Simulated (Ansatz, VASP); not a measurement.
**Cu in VASP and in Ansatz**

```
Cu
1.0
    -1.48608    1.48608    1.33480
     1.48608   -1.48608    1.33480
     1.48608    1.48608   -1.33480
Cu
1
Direct
  0.00000 0.00000 0.00000
```

Change from the starting cell: strain +0.030 along x and y, -0.030 along z, atoms carried along.

Alike in both runs: task single point; functional r2SCAN; k mesh 24 × 24 × 24; occupations gaussian, width 0.15 eV; no spin polarisation.

|  | VASP | Ansatz |
| --- | --- | --- |
| version | VASP 6.6.1 | Ansatz 0.2.0 |
| potentials or method | VASP PAW PBE potentials, release 64 (Cu), cutoff 520 eV | scalar-relativistic, plane waves, PAW |
| valence electrons in the cell | 11 | 19 |

Ansatz gave:

* gap on the k mesh at the Fermi level (eV): none
* pressure (GPa): -3.8
* traceless stress, the component that is largest in VASP (GPa): 0.86

Problem. Which values does VASP return?

Solution. gap on the k mesh at the Fermi level (eV): none; pressure (GPa): -3.1; traceless stress, the component that is largest in VASP (GPa): 0.88.

VASP's potentials were made for PBE, not for r2SCAN. A gap of «none» marks a metal or a gap that the smearing closes. With one functional, cell and mesh, what is left measures potentials, basis and numerics. VASP's potentials hold 11 valence electrons a cell and Ansatz's 19, so a difference there can come from the potentials and not from the codes.
